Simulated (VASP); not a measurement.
# Cr (Im-3m) in VASP: notebook, part 2 of 3

VASP 6.6.1. Earlier steps stand in the parts before.

## (3) Single point, r2SCAN, collinear spin, antiferromagnetic start

POSCAR reads:

```
Cr
1.0
    2.9593618955      0.0000000000      0.0000000000
    0.0000000000      2.9593618955      0.0000000000
    0.0000000000      0.0000000000      2.9593618955
Cr
2
Direct
    0.0000000000      0.0000000000      0.0000000000
    0.5000000000      0.5000000000      0.5000000000
```

INCAR.step1 reads:

```
SYSTEM = Cr
PREC     = Accurate       ! precision mode
ENCUT    = 520            ! plane-wave cutoff, eV
ISMEAR   = 0              ! smearing method
SIGMA    = 0.05           ! smearing width, eV
LREAL    = .FALSE.        ! projectors in reciprocal space
LASPH    = .TRUE.         ! aspherical terms in the spheres
NELM     = 150            ! most SCF steps
ISPIN    = 2              ! spin polarisation
MAGMOM   = 2.75 -2.75     ! initial moments
LMAXMIX  = 4              ! l up to which the mixer works
NBANDS   = 23             ! bands
GGA      = PE             ! functional
ALGO     = Normal         ! electronic algorithm
EDIFF    = 1E-4           ! SCF threshold, eV
LWAVE    = .TRUE.         ! write WAVECAR
LCHARG   = .FALSE.        ! write CHGCAR
```

INCAR.step2 reads:

```
SYSTEM = Cr
PREC     = Accurate       ! precision mode
ENCUT    = 520            ! plane-wave cutoff, eV
EDIFF    = 1E-7           ! SCF threshold, eV
ISMEAR   = 0              ! smearing method
SIGMA    = 0.05           ! smearing width, eV
LREAL    = .FALSE.        ! projectors in reciprocal space
LASPH    = .TRUE.         ! aspherical terms in the spheres
NELM     = 150            ! most SCF steps
ALGO     = Normal         ! electronic algorithm
ISIF     = 2              ! what is computed and relaxed
LWAVE    = .FALSE.        ! write WAVECAR
LCHARG   = .FALSE.        ! write CHGCAR
ISPIN    = 2              ! spin polarisation
MAGMOM   = 2.75 -2.75     ! initial moments
LORBIT   = 11             ! projections on sites
LMAXMIX  = 4              ! l up to which the mixer works
METAGGA  = R2SCAN         ! meta-GGA
LMIXTAU  = .TRUE.       
NBANDS   = 23             ! bands
ISTART   = 1
```

KPOINTS reads:

```
Automatic mesh
0
G
  16 16 16
  0 0 0
```

Potentials or basis: VASP PAW PBE potentials, release 64 (Cr_pv).

The run is started by

```console
$ cat potpaw_PBE.64/Cr_pv/POTCAR > POTCAR
$ cp INCAR.step1 INCAR
$ mpirun -np 1 vasp_std > vasp.out
$ cp INCAR.step2 INCAR
$ mpirun -np 1 vasp_std > vasp.out
```

OUTCAR:

```text
SYSTEM = Cr
   PREC = Accurate
   ENCUT = 520
   EDIFF = 1E-7
   ISMEAR = 0
   LREAL = .FALSE.
   LASPH = .TRUE.
   NELM = 150
   ISIF = 2
   ISPIN = 2
   LORBIT = 11
   METAGGA = R2SCAN
   ISTART = 1

 ion  position               nearest neighbor table
   1  0.000  0.000  0.000-   2 2.56   2 2.56   2 2.56   2 2.56   2 2.56   2 2.56   2 2.56   2 2.56

   2  0.500  0.500  0.500-   1 2.56   1 2.56   1 2.56   1 2.56   1 2.56   1 2.56   1 2.56   1 2.56

  LATTYP: Found a simple cubic cell.
 ALAT       =     2.9593618955

  Lattice vectors:

 A1 = (   2.9593618955,   0.0000000000,   0.0000000000)
 A2 = (   0.0000000000,   2.9593618955,   0.0000000000)
 A3 = (   0.0000000000,   0.0000000000,   2.9593618955)

Analysis of symmetry for initial positions (statically):
=====================================================================
 Subroutine PRICEL returns following result:

  LATTYP: Found a body centered cubic cell.
 ALAT       =     2.9593618955
[... 12 lines left out ...]
 Subroutine GETGRP returns: Found 48 space group operations
 (whereof 48 operations were pure point group operations)
 out of a pool of 48 trial point group operations.

The static configuration has the point symmetry O_h .

Analysis of symmetry for dynamics (positions and initial velocities):
=====================================================================
 Subroutine PRICEL returns following result:

  LATTYP: Found a body centered cubic cell.
 ALAT       =     2.9593618955
[... 12 lines left out ...]
 Subroutine GETGRP returns: Found 48 space group operations
 (whereof 48 operations were pure point group operations)
 out of a pool of 48 trial point group operations.

The dynamic configuration has the point symmetry O_h .

Analysis of structural, dynamic, and magnetic symmetry:
=====================================================================
 Subroutine PRICEL returns following result:

  LATTYP: Found a body centered cubic cell.
 ALAT       =     2.9593618955
[... 12 lines left out ...]
 Subroutine GETGRP returns: Found 48 space group operations
 (whereof 48 operations were pure point group operations)
 out of a pool of 48 trial point group operations.

The overall configuration has the point symmetry O_h .

 Subroutine INISYM returns: Found 48 space group operations
 (whereof 48 operations are pure point group operations),
 and found     2 'primitive' translations

----------------------------------------------------------------------------------------

                                     Primitive cell

  volume of cell :      12.9588

  direct lattice vectors                    reciprocal lattice vectors
     1.479680948  1.479680948 -1.479680948     0.337910683  0.337910683  0.000000000
    -1.479680948  1.479680948  1.479680948    -0.000000000  0.337910683  0.337910683
     1.479680948 -1.479680948  1.479680948     0.337910683  0.000000000  0.337910683

  length of vectors
     2.562882580  2.562882580  2.562882580     0.477877871  0.477877871  0.477877871

  position of ions in fractional coordinates (direct lattice)
     0.000000000  0.000000000  0.000000000

  ion indices of the primitive-cell ions
   primitive index   ion index
                 1           1

----------------------------------------------------------------------------------------

 KPOINTS: Automatic mesh

Automatic generation of k-mesh.
 Grid dimensions read from file:
 generate k-points for:   16   16   16

 Generating k-lattice:

[... 60 lines left out ...]
   NELM   =    150;   NELMIN=  2; NELMDL=  0     # of ELM steps
   EDIFF  = 0.1E-06   stopping-criterion for ELM
   LREAL  =      F    real-space projection
   EDIFFG = 0.1E-05   stopping-criterion for IOM
   NSW    =      0    number of steps for IOM
   IBRION =     -1    ionic relax: 0-MD 1-quasi-New 2-CG
   NFREE  =      0    steps in history (QN), initial steepest desc. (CG)
   ISIF   =      2    stress and relaxation
   ISYM   =      2    0-nonsym 1-usesym 2-fastsym
   POTIM  = 0.5000    time-step for ionic-motion
   TEBEG  =    0.0;   TEEND  =   0.0 temperature during run
   PSTRESS=    0.0 pullay stress
   NELECT =      24.0000    total number of electrons
   NUPDOWN=      -1.0000    fix difference up-down
   EMIN   =  10.00;   EMAX   =-10.00  energy-range for DOS
   EFERMI =   0.00;   METHOD = LEGACY
   ISMEAR =     0;   SIGMA  =   0.05  broadening in eV -4-tet -1-fermi 0-gaus
   EFERMI_NEDOS =   21; number of points for ismear=-14 and -15
   IALGO  =     38    algorithm
   IMIX   =      4    mixing-type and parameters
     AMIX     =   0.40;   BMIX     =  1.00
     AMIX_MAG =   1.60;   BMIX_MAG =  1.00
  volume/ion in A,a.u.               =      12.96        87.45
  Fermi-wavevector in a.u.,A,eV,Ry     =   1.595685  3.015407 34.643299  2.546211
  Thomas-Fermi vector in A             =   2.693565
   LORBIT       =     11    0 simple, 1 ext, 2 COOP (PROOUT), +10 PAW based schemes
   METAGGA = R2SCAN    functional components
   LHFCALC =     F    Hartree Fock is set to
   AEXX    =    0.0000 exact exchange contribution
   IVDW    =     0    specifies the selected vdW correction
   LEPSILON=     F    determine dielectric tensor
   LRPA    =     F    only Hartree local field effects (RPA)
 spin polarized calculation
 Gauss-broadening in eV      SIGMA  =   0.05
  energy-cutoff  :      520.00
  volume of cell :       25.92
 maximum number of plane-waves:       739
 NGX is ok and might be reduce to    24
   NGX = 11   NGY = 11   NGZ = 11

 number of electron      24.0000021 magnetization      -0.0000000

 number of electron      24.0000021 magnetization       0.0000000

 Free energy of the ion-electron system (eV)
  ---------------------------------------------------
  ext. energy  EPLUGINS =         0.00000000
  ---------------------------------------------------
  free energy    TOTEN  =       -30.14579104 eV

  energy without entropy =      -30.14541600  energy(sigma->0) =      -30.14560352

 E-fermi :   9.8568     XC(G=0): -14.0962

 val. band max:        9.8291692922   @ k =   0.5000   0.4375   0.0625
 cond. band min:       9.8633881628   @ k =   0.4375   0.0625   0.0000
 fundamental gap:      0.0342188706
 Fermi energy:         9.8568061329

 spin component 1

 k-point     1 :       0.0000    0.0000    0.0000
  band No.  band energies     occupation
      1     -36.3481      1.00000
      2     -36.3481      1.00000
      3     -36.3481      1.00000
      4     -32.9392      1.00000
      5     -32.9392      1.00000
      6     -32.9392      1.00000
[... 613 lines left out ...]
     22      24.3016      0.00000
     23      27.2312      0.00000

 [... further k-points ...]

 spin component 2

 k-point     1 :       0.0000    0.0000    0.0000
  band No.  band energies     occupation
      1     -36.3481      1.00000
      2     -36.3481      1.00000
      3     -36.3481      1.00000
      4     -32.9392      1.00000
      5     -32.9392      1.00000
      6     -32.9392      1.00000
[... 613 lines left out ...]
     22      24.3016      0.00000
     23      27.2312      0.00000

 [... further k-points ...]

------------------------ aborting loop because EDIFF is reached ----------------------------------------

  FORCE on cell =-STRESS in cart. coord.  units (eV):
  Direction    XX          YY          ZZ          XY          YZ          ZX
  --------------------------------------------------------------------------------------
  -------------------------------------------------------------------------------------
  Total        0.0800598      0.0800598      0.0800598     -0.0000000      0.0000000     -0.0000000
  in kB        4.9491553      4.9491553      4.9491553     -0.0000000      0.0000000     -0.0000000
  external PRESSURE =       4.9491553 kB  Pullay stress =       0.0000000 kB

 VOLUME and BASIS-vectors are now :
 -----------------------------------------------------------------------------
  energy-cutoff  :      520.00
  volume of cell :       25.92
      direct lattice vectors                 reciprocal lattice vectors
     2.959361895  0.000000000  0.000000000     0.337910683  0.000000000  0.000000000
     0.000000000  2.959361895  0.000000000     0.000000000  0.337910683  0.000000000
     0.000000000  0.000000000  2.959361895     0.000000000  0.000000000  0.337910683

 POSITION                                       TOTAL-FORCE (eV/Angst)
 -----------------------------------------------------------------------------------
      0.00000      0.00000      0.00000        -0.000000     -0.000000     -0.000000
      1.47968      1.47968      1.47968         0.000000      0.000000      0.000000
 -----------------------------------------------------------------------------------
    total drift:                                0.000000      0.000000     -0.000000

  FREE ENERGIE OF THE ION-ELECTRON SYSTEM (eV)
  ---------------------------------------------------
  free  energy   TOTEN  =       -30.1457910388 eV

  energy  without entropy=      -30.1454160047  energy(sigma->0) =      -30.14560352

 total charge

# of ion       s       p       d       tot
------------------------------------------
    1        0.656   6.355   4.070  11.081
    2        0.656   6.355   4.070  11.081
--------------------------------------------------
tot          1.313  12.709   8.141  22.163

 magnetization (x)

# of ion       s       p       d       tot
------------------------------------------
    1        0.095   0.043   2.538   2.676
    2       -0.095  -0.043  -2.538  -2.676
--------------------------------------------------
tot         -0.000   0.000   0.000  -0.000
```

It took 3.6 min on 1 thread of Intel Xeon 6975P-C (Granite Rapids), shared host; peak memory 0.25 GiB.

Results:

- Free energy: -30.1458 eV
- Pressure: 0.5 GPa
- Band gap on the k mesh: zero (filled and empty bands overlap)
- Net moment: 0.00 μB per cell
- Site moments: Cr +2.68, -2.68 μB
- Valence electrons inside the program's atomic spheres: Cr 11.08

Caveat: the antiferromagnetic order is the one typed at the start, and another may lie lower; the PAW data sets were made with another functional, which shifts forces and pressure a little.

## (4) Single point, r2SCAN, collinear spin, antiferromagnetic start (13.22 Å³/atom)

This run uses another cell than the first one, of 13.22 Å³/atom.

POSCAR reads:

```
Cr
1.0
    2.9789608898      0.0000000000      0.0000000000
    0.0000000000      2.9789608898      0.0000000000
    0.0000000000      0.0000000000      2.9789608898
Cr
2
Direct
    0.0000000000      0.0000000000      0.0000000000
    0.5000000000      0.5000000000      0.5000000000
```

INCAR.step1 reads:

```
ALGO     = Normal         # electronic algorithm
EDIFF    = 1E-4           # SCF threshold, eV
ENCUT    = 520            # plane-wave cutoff, eV
GGA      = PE             # functional
ISMEAR   = 0              # smearing method
ISPIN    = 2              # spin polarisation
LASPH    = True           # aspherical terms in the spheres
LCHARG   = False          # write CHGCAR
LMAXMIX  = 4              # l up to which the mixer works
LREAL    = False          # projectors in reciprocal space
LWAVE    = True           # write WAVECAR
MAGMOM   = 2.75 -2.75     # initial moments
NBANDS   = 23             # bands
NELM     = 150            # most SCF steps
PREC     = Accurate       # precision mode
SIGMA    = 0.05           # smearing width, eV
```

INCAR.step2 reads:

```
ALGO     = Normal         # electronic algorithm
EDIFF    = 1E-6           # SCF threshold, eV
ENCUT    = 520            # plane-wave cutoff, eV
ISIF     = 2              # what is computed and relaxed
ISMEAR   = 0              # smearing method
ISPIN    = 2              # spin polarisation
ISTART   = 1            
LASPH    = True           # aspherical terms in the spheres
LCHARG   = False          # write CHGCAR
LMAXMIX  = 4              # l up to which the mixer works
LMIXTAU  = True         
LORBIT   = 11             # projections on sites
LREAL    = False          # projectors in reciprocal space
LWAVE    = False          # write WAVECAR
MAGMOM   = 2.75 -2.75     # initial moments
METAGGA  = R2SCAN         # meta-GGA
NBANDS   = 23             # bands
NELM     = 150            # most SCF steps
PREC     = Accurate       # precision mode
SIGMA    = 0.05           # smearing width, eV
```

KPOINTS reads:

```
k-points
0
Gamma
  16 16 16
```

The run is started by

```console
$ cat potpaw_PBE.64/Cr_pv/POTCAR > POTCAR
$ cp INCAR.step1 INCAR
$ mpirun -np 1 vasp_std > vasp.out
$ cp INCAR.step2 INCAR
$ mpirun -np 1 vasp_std > vasp.out
```

It took 11 min on 1 thread of Oxide Virtual Turin-like, shared host; peak memory 0.22 GiB.

The run converged. Its results:

```
Free energy                                           : -30.1444 eV
Pressure                                              : -1.5 GPa
Band gap on the k mesh                                : zero (filled and empty bands overlap)
Net moment                                            : 0.00 μB per cell
Site moments                                          : Cr +2.75, -2.75 μB
Valence electrons inside the program's atomic spheres : Cr 11.05
```

Levels at points of the mesh, in eV from the Fermi level:
Spin up:
```csv
k point,band 10,band 11,band 12,band 13,band 14,band 15
"(0.00, 0.00, 0.00)",-1.62,-1.62,-1.62,0.90,1.55,1.55
"(0.50, 0.00, 0.00)",-2.00,-2.00,-1.15,-0.14,0.73,1.20
"(0.50, 0.50, 0.00)",-2.74,0.08,0.17,0.17,0.66,1.02
"(0.50, 0.50, 0.50)",-1.39,-1.39,-1.39,0.13,0.13,0.86
```
Spin down:
```
           k point  band 9  band 10  band 11  band 12  band 13  band 14  band 15  band 16
(0.00, 0.00, 0.00)   -4.12    -1.62    -1.62    -1.62     0.90     1.55     1.55     3.08
(0.50, 0.00, 0.00)   -2.75    -2.00    -2.00    -1.15    -0.14     0.73     1.20     1.21
(0.50, 0.50, 0.00)   -2.74    -2.74     0.08     0.17     0.17     0.66     1.02     1.77
(0.50, 0.50, 0.50)   -3.45    -1.39    -1.39    -1.39     0.13     0.13     0.86     3.10
```

Caveat: the antiferromagnetic order is the one typed at the start, and another may lie lower; the PAW data sets were made with another functional, which shifts forces and pressure a little.

(Part 2 of 3 ends here.)

The gap in the log of VASP goes by the Fermi energy; the results here count the filled bands.